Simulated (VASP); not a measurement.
Input of a VASP 6.6.1 run:

INCAR

```
SYSTEM = NiO
PREC = Accurate ; ENCUT = 700
EDIFF = 1E-6 ; ISMEAR = -1
SIGMA = 0.05 ; LREAL = .False.
LASPH = .True. ; NELM = 200
ALGO = Normal ; ISIF = 2
LWAVE = .False. ; LCHARG = .False.
ISPIN = 2 ; MAGMOM = 1 0
LORBIT = 11 ; LMAXMIX = 4
LDAU = .True. ; LDAUTYPE = 2
LDAUL = 2 -1 ; LDAUU = 5 0
LDAUJ = 0 0 ; LDAUPRINT = 1
GGA = PE ; NBANDS = 23
GGA_COMPAT = .False.
```

The input KPOINTS:

```
Automatic mesh
0
Gamma
  11 11 11
  0 0 0
```

Contents of POSCAR:

```
NiO
1.0
    0.0000000000      2.0859016414      2.0859016414
    2.0859016414      0.0000000000      2.0859016414
    2.0859016414      2.0859016414      0.0000000000
Ni O
1 1
Direct
    0.0000000000      0.0000000000      0.0000000000
    0.5000000000      0.5000000000      0.5000000000
```

Potentials or basis: VASP PAW PBE potentials, release 64 (Ni_sv_GW, O).

Command:

```bash
$ cat potpaw_PBE.64/Ni_sv_GW/POTCAR potpaw_PBE.64/O/POTCAR > POTCAR
$ mpirun -np 1 vasp_std > vasp.out
```

Estimate the band gap on the k mesh.

2.07 eV (least direct gap 2.82 eV).

What does it give for the net moment?

2.00 μB per cell.

Eigenvalues of the final occupation matrices:
| site | spin | trace | eigenvalues |
| --- | --- | --- | --- |
| site 1 d | 1 | 4.75 | 0.94 0.94 0.94 0.97 0.97 |
| site 1 d | 2 | 3.00 | 0.11 0.11 0.93 0.93 0.93 |

Caveat: an odd mesh through Γ misses points on the zone boundary, where band edges can lie; a cell with one magnetic atom can't hold antiferromagnetic order, which such compounds often take. The state reached can hang on the start; a lower one may exist.
